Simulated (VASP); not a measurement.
# SiO2 (P4_2/mnm) in VASP: notebook

SiO2 is run at these levels: r2SCAN; tasks: relaxation of cell and atoms.

Program: VASP 6.6.1. These are calculated values, not measurements. Logs are shortened: lines on timing, memory, paths and dates and some standing lists are left out, and cuts for length are marked.

## (1) The cell of the first run

Symmetry: P4_2/mnm, No. 136, tetragonal system. The conventional cell has a = 4.151 Å, b = 4.151 Å, c = 2.648 Å, α = 90.00°, β = 90.00°, γ = 90.00°. Si (site symmetry mmm) has 6 O at 1.75 to 1.80 Å within 2.3 Å. Within 2.3 Å of O (site symmetry m2m) lie 3 Si at 1.75 to 1.80 Å and 1 O at 2.28 Å.

## (2) Relaxation of cell and atoms, r2SCAN

File POSCAR:

```
SiO2
1.0
    4.1508610700      0.0000000000      0.0000000000
    0.0000000000      4.1508610700      0.0000000000
    0.0000000000      0.0000000000      2.6483314400
Si O
2 4
Direct
    0.0000000000      0.0000000000      0.0000000000
    0.5000000000      0.5000000000      0.5000000000
    0.3059000000      0.3059000000      0.0000000000
    0.1941000000      0.8059000000      0.5000000000
    0.6941000000      0.6941000000      0.0000000000
    0.8059000000      0.1941000000      0.5000000000
```

File INCAR.step1:

```
SYSTEM = SiO2
ALGO = Normal ; EDIFF = 1E-4
ENCUT = 600 ; GGA = PE
ISMEAR = -1 ; LASPH = .TRUE.
LCHARG = .FALSE. ; LREAL = .FALSE.
LWAVE = .TRUE. ; NELM = 100
PREC = Accurate ; SIGMA = 0.1458
```

File INCAR.step2:

```
SYSTEM = SiO2
ALGO = Normal ; EDIFF = 1E-6
EDIFFG = -0.01 ; ENCUT = 600
IBRION = 2 ; ISIF = 3
ISMEAR = -1 ; ISTART = 1
LASPH = .TRUE. ; LCHARG = .FALSE.
LMIXTAU = .TRUE. ; LREAL = .FALSE.
LWAVE = .FALSE. ; METAGGA = R2SCAN
NELM = 100 ; NSW = 60
PREC = Accurate ; SIGMA = 0.1458
```

File KPOINTS:

```
k-points
0
G
  4 4 7
  0 0 0
```

Potentials or basis: VASP PAW PBE potentials, release 64 (Si, O).

Launch:

```
$ cat potpaw_PBE.64/Si/POTCAR potpaw_PBE.64/O/POTCAR > POTCAR
$ cp INCAR.step1 INCAR
$ mpirun -np 1 vasp_std > vasp.out
$ cp INCAR.step2 INCAR
$ mpirun -np 1 vasp_std > vasp.out
```

OUTCAR:

```text
SYSTEM = SiO2
   EDIFF = 1E-6
   EDIFFG = -0.01
   ENCUT = 600
   IBRION = 2
   ISIF = 3
   ISMEAR = -1
   ISTART = 1
   LASPH = .TRUE.
   LREAL = .FALSE.
   METAGGA = R2SCAN
   NELM = 100
   NSW = 60
   PREC = Accurate

 ion  position               nearest neighbor table
   1  0.000  0.000  0.000-   4 1.75   6 1.75   4 1.75   6 1.75   5 1.80   3 1.80
   2  0.500  0.500  0.500-   3 1.75   5 1.75   3 1.75   5 1.75   4 1.80   6 1.80
   3  0.306  0.306  0.000-   2 1.75   2 1.75   1 1.80
   4  0.194  0.806  0.500-   1 1.75   1 1.75   2 1.80
   5  0.694  0.694  0.000-   2 1.75   2 1.75   1 1.80
   6  0.806  0.194  0.500-   1 1.75   1 1.75   2 1.80

  LATTYP: Found a simple tetragonal cell.
 ALAT       =     4.1508610700
 C/A-ratio  =     0.6380197736

  Lattice vectors:

 A1 = (   4.1508610700,   0.0000000000,   0.0000000000)
 A2 = (   0.0000000000,   4.1508610700,   0.0000000000)
 A3 = (   0.0000000000,   0.0000000000,   2.6483314400)

Analysis of symmetry for initial positions (statically):
=====================================================================
 Subroutine PRICEL returns:
 Original cell was already a primitive cell.

 Routine SETGRP: Setting up the symmetry group for a
 simple tetragonal supercell.

 Subroutine GETGRP returns: Found 16 space group operations
 (whereof  8 operations were pure point group operations)
 out of a pool of 16 trial point group operations.

The static configuration has the point symmetry D_2h.
 The point group associated with its full space group is D_4h.

Analysis of symmetry for dynamics (positions and initial velocities):
=====================================================================
 Subroutine PRICEL returns:
 Original cell was already a primitive cell.

 Routine SETGRP: Setting up the symmetry group for a
 simple tetragonal supercell.

 Subroutine GETGRP returns: Found 16 space group operations
 (whereof  8 operations were pure point group operations)
 out of a pool of 16 trial point group operations.

The dynamic configuration has the point symmetry D_2h.
 The point group associated with its full space group is D_4h.

 Subroutine INISYM returns: Found 16 space group operations
 (whereof  8 operations are pure point group operations),
 and found     1 'primitive' translations

----------------------------------------------------------------------------------------

                                     Primitive cell

  volume of cell :      45.6298

  direct lattice vectors                    reciprocal lattice vectors
     4.150861070  0.000000000  0.000000000     0.240913869  0.000000000  0.000000000
     0.000000000  4.150861070  0.000000000     0.000000000  0.240913869  0.000000000
     0.000000000  0.000000000  2.648331440     0.000000000  0.000000000  0.377596242

  length of vectors
     4.150861070  4.150861070  2.648331440     0.240913869  0.240913869  0.377596242

  position of ions in fractional coordinates (direct lattice)
     0.000000000  0.000000000  0.000000000
     0.500000000  0.500000000  0.500000000
     0.305900000  0.305900000  0.000000000
     0.194100000  0.805900000  0.500000000
     0.694100000  0.694100000  0.000000000
     0.805900000  0.194100000  0.500000000

  ion indices of the primitive-cell ions
   primitive index   ion index
                 1           1
                 2           2
                 3           3
                 4           4
                 5           5
                 6           6

----------------------------------------------------------------------------------------

 KPOINTS: k-points

Automatic generation of k-mesh.
 Grid dimensions read from file:
 generate k-points for:    4    4    7

 Generating k-lattice:

  Cartesian coordinates                     Fractional coordinates (reciprocal lattice)
     0.060228467  0.000000000  0.000000000     0.250000000  0.000000000  0.000000000
     0.000000000  0.060228467  0.000000000     0.000000000  0.250000000  0.000000000
     0.000000000  0.000000000  0.053942320     0.000000000  0.000000000  0.142857143

  Length of vectors
     0.060228467  0.060228467  0.053942320

  Shift w.r.t. Gamma in fractional coordinates (k-lattice)
     0.000000000  0.000000000  0.000000000

 Subroutine IBZKPT returns following result:
 ===========================================

 Found     24 irreducible k-points:

 Following reciprocal coordinates:
            Coordinates               Weight
  0.000000  0.000000  0.000000      1.000000
  0.250000  0.000000  0.000000      4.000000
  0.500000  0.000000  0.000000      2.000000
  0.250000  0.250000  0.000000      4.000000
  0.500000  0.250000  0.000000      4.000000
  0.500000  0.500000  0.000000      1.000000
[... 16 lines left out ...]
  0.500000  0.250000  0.428571      8.000000
  0.500000  0.500000  0.428571      2.000000
   k-points           NKPTS =     24   k-points in BZ     NKDIM =     24   number of bands    NBANDS=     20
   number of dos      NEDOS =    301   number of ions     NIONS =      6
   total plane-waves  NPLWV =  31104
   dimension x,y,z NGX =    36 NGY =   36 NGZ =   24
   dimension x,y,z NGXF=    72 NGYF=   72 NGZF=   48
   ions per type =               2   4
   NGX,Y,Z   is equivalent  to a cutoff of  14.42, 14.42, 15.07 a.u.
   NGXF,Y,Z  is equivalent  to a cutoff of  28.84, 28.84, 30.13 a.u.
 SYSTEM =  SiO2
   PREC   = accura    normal or accurate (medium, high low for compatibility)
   ISTART =      1    job   : 0-new  1-cont  2-samecut
   ICHARG =      0    charge: 1-file 2-atom 10-const
   ISPIN  =      1    spin polarized calculation?
   LNONCOLLINEAR =      F non collinear calculations
   LSORBIT =      F    spin-orbit coupling
   LASPH  =      T    aspherical Exc in radial PAW
   ENCUT  =  600.0 eV  44.10 Ry    6.64 a.u.   8.29  8.29  5.29*2*pi/ulx,y,z
   NELM   =    100;   NELMIN=  2; NELMDL=  0     # of ELM steps
   EDIFF  = 0.1E-05   stopping-criterion for ELM
   LREAL  =      F    real-space projection
   EDIFFG = -.1E-01   stopping-criterion for IOM
   NSW    =     60    number of steps for IOM
   IBRION =      2    ionic relax: 0-MD 1-quasi-New 2-CG
   NFREE  =      1    steps in history (QN), initial steepest desc. (CG)
   ISIF   =      3    stress and relaxation
   ISYM   =      2    0-nonsym 1-usesym 2-fastsym
   POTIM  = 0.5000    time-step for ionic-motion
   TEBEG  =    0.0;   TEEND  =   0.0 temperature during run
   PSTRESS=    0.0 pullay stress
   NELECT =      32.0000    total number of electrons
   NUPDOWN=      -1.0000    fix difference up-down
   EMIN   =  10.00;   EMAX   =-10.00  energy-range for DOS
   EFERMI =   0.00;   METHOD = LEGACY
   ISMEAR =    -1;   SIGMA  =   0.15  broadening in eV -4-tet -1-fermi 0-gaus
   EFERMI_NEDOS =   21; number of points for ismear=-14 and -15
   IALGO  =     38    algorithm
   IMIX   =      4    mixing-type and parameters
     AMIX     =   0.40;   BMIX     =  1.00
     AMIX_MAG =   1.60;   BMIX_MAG =  1.00
  volume/ion in A,a.u.               =       7.60        51.32
  Fermi-wavevector in a.u.,A,eV,Ry     =   1.454483  2.748574 28.783399  2.115520
  Thomas-Fermi vector in A             =   2.571628
   LORBIT       =      0    0 simple, 1 ext, 2 COOP (PROOUT), +10 PAW based schemes
   METAGGA = R2SCAN    functional components
   LHFCALC =     F    Hartree Fock is set to
   AEXX    =    0.0000 exact exchange contribution
   IVDW    =     0    specifies the selected vdW correction
   LEPSILON=     F    determine dielectric tensor
   LRPA    =     F    only Hartree local field effects (RPA)
 conjugate gradient relaxation of ions
 non-spin polarized calculation
  energy-cutoff  :      600.00
  volume of cell :       45.63
 maximum number of plane-waves:      1556
 NGX is ok and might be reduce to    36
   NGX = 17   NGY = 17   NGZ = 11

--------------------------------------- Ionic step        1  -------------------------------------------

 number of electron      32.0000001 magnetization

 Free energy of the ion-electron system (eV)
  ---------------------------------------------------
  ext. energy  EPLUGINS =         0.00000000
  ---------------------------------------------------
  free energy    TOTEN  =       -58.77046664 eV

  energy without entropy =      -58.77046664  energy(sigma->0) =      -58.77046664

------------------------ aborting loop because EDIFF is reached ----------------------------------------

  FORCE on cell =-STRESS in cart. coord.  units (eV):
  Direction    XX          YY          ZZ          XY          YZ          ZX
  --------------------------------------------------------------------------------------
  -------------------------------------------------------------------------------------
  Total        2.1495081      2.1495081      2.8971803     -0.0000000      0.0000000      0.0000000
  in kB       75.4746194     75.4746194    101.7272669     -0.0000000      0.0000000      0.0000000
  external PRESSURE =      84.2255019 kB  Pullay stress =       0.0000000 kB

 VOLUME and BASIS-vectors are now :
 -----------------------------------------------------------------------------
  energy-cutoff  :      600.00
  volume of cell :       45.63
      direct lattice vectors                 reciprocal lattice vectors
     4.150861070  0.000000000  0.000000000     0.240913869  0.000000000  0.000000000
     0.000000000  4.150861070  0.000000000     0.000000000  0.240913869  0.000000000
     0.000000000  0.000000000  2.648331440     0.000000000  0.000000000  0.377596242
[... 201 lines left out ...]
 POSITION                                       TOTAL-FORCE (eV/Angst)
 -----------------------------------------------------------------------------------
     -0.00000      0.00000      0.00000         0.000000     -0.000000      0.000000
      2.08965      2.08965      1.33670        -0.000000     -0.000000      0.000000
      1.27825      1.27825      0.00000        -0.000653     -0.000653     -0.000000
      0.81140      3.36790      1.33670         0.000653     -0.000653      0.000000
      2.90105      2.90105      0.00000         0.000653      0.000653      0.000000
      3.36790      0.81140      1.33670        -0.000653      0.000653      0.000000
 -----------------------------------------------------------------------------------
    total drift:                                0.000000      0.000000     -0.000000

  FREE ENERGIE OF THE ION-ELECTRON SYSTEM (eV)
  ---------------------------------------------------
  free  energy   TOTEN  =       -58.7989323614 eV

  energy  without entropy=      -58.7989323612  energy(sigma->0) =      -58.79893236

--------------------------------------- Ionic step        7  -------------------------------------------

 number of electron      32.0000000 magnetization

 Free energy of the ion-electron system (eV)
  ---------------------------------------------------
  ext. energy  EPLUGINS =         0.00000000
  ---------------------------------------------------
  free energy    TOTEN  =       -58.79897222 eV

  energy without entropy =      -58.79897222  energy(sigma->0) =      -58.79897222

 E-fermi :  10.6915     XC(G=0): -12.8707

 val. band max:        7.7984991153   @ k =   0.0000   0.0000   0.0000
 cond. band min:      14.2985162181   @ k =   0.0000   0.0000   0.0000
 fundamental gap:      6.5000171028
 Fermi energy:        10.6914938134

 k-point     1 :       0.0000    0.0000    0.0000
  band No.  band energies     occupation
      1     -15.7361      2.00000
      2     -12.1508      2.00000
      3     -12.1508      2.00000
      4     -11.8744      2.00000
      5      -3.2511      2.00000
      6       1.2939      2.00000
[... 12 lines left out ...]
     19      17.2350      0.00000
     20      17.2350      0.00000
[... 549 lines left out ...]
 POSITION                                       TOTAL-FORCE (eV/Angst)
 -----------------------------------------------------------------------------------
      4.18126      0.00000      0.00000         0.000000     -0.000000      0.000000
      2.09063      2.09063      1.33632        -0.000000     -0.000000      0.000000
      1.27898      1.27898      0.00000         0.003318      0.003318      0.000000
      0.81165      3.36961      1.33632        -0.003318      0.003318      0.000000
      2.90228      2.90228      0.00000        -0.003318     -0.003318     -0.000000
      3.36961      0.81165      1.33632         0.003318     -0.003318     -0.000000
 -----------------------------------------------------------------------------------
    total drift:                                0.000000     -0.000000     -0.000000

  FREE ENERGIE OF THE ION-ELECTRON SYSTEM (eV)
  ---------------------------------------------------
  free  energy   TOTEN  =       -58.7989722185 eV

  energy  without entropy=      -58.7989722182  energy(sigma->0) =      -58.79897222

 reached required accuracy - stopping structural energy minimisation
```

Wall time 8.9 min (1 thread of Intel Xeon 8259CL, shared host); peak memory 0.16 GiB.

Results:

| Item | Value |
| --- | --- |
| Free energy | -58.7990 eV |
| Relaxed volume | 7.79 Å³/atom |
| Relaxed cell | a = 4.181 Å, b = 4.181 Å, c = 2.673 Å, α = 90.00°, β = 90.00°, γ = 90.00° |
| Space group after relaxing (to 0.1 Å) | P4_2/mnm (No. 136) |
| Energy gained by relaxing | 4.8 meV/atom |
| Ionic steps | 7 |
| Pressure after relaxing | 0.0 GPa |
| Largest force after relaxing | 0.005 eV/Å |
| Band gap on the k mesh | 6.50 eV |

Forces on the atoms (eV/Å):
```
Si   0.000  0.000  0.000
Si   0.000  0.000  0.000
O    0.003  0.003  0.000
O   -0.003  0.003  0.000
O   -0.003 -0.003  0.000
O    0.003 -0.003  0.000
```

Stress tensor (GPa, compression positive):
```
 0.02  0.00  0.00
 0.00  0.02  0.00
 0.00  0.00 -0.12
```

Step by step:
```tsv
step	energy change (eV)	largest force (eV/Å)	pressure (GPa)	volume (Å³)
1	0.0000	0.1563	8.42	45.63
2	0.0381	0.4172	-11.38	48.32
3	-0.0280	0.0902	0.07	46.67
4	-0.0280	0.0856	0.22	46.65
5	-0.0284	0.0291	0.06	46.71
6	-0.0285	0.0009	0.10	46.70
7	-0.0285	0.0047	-0.03	46.73
```

Final structure:
```xyz
6
Lattice="4.1813 0.0000 0.0000 0.0000 4.1813 0.0000 0.0000 0.0000 2.6726" Properties=species:S:1:pos:R:3 pbc="T T T"
Si    4.1813    0.0000    0.0000
Si    2.0906    2.0906    1.3363
O     1.2790    1.2790    0.0000
O     0.8116    3.3696    1.3363
O     2.9023    2.9023    0.0000
O     3.3696    0.8116    1.3363
```

Caveat: the PAW data sets were made with another functional, which shifts forces and pressure a little.

(Part 1 of 2 ends here.)
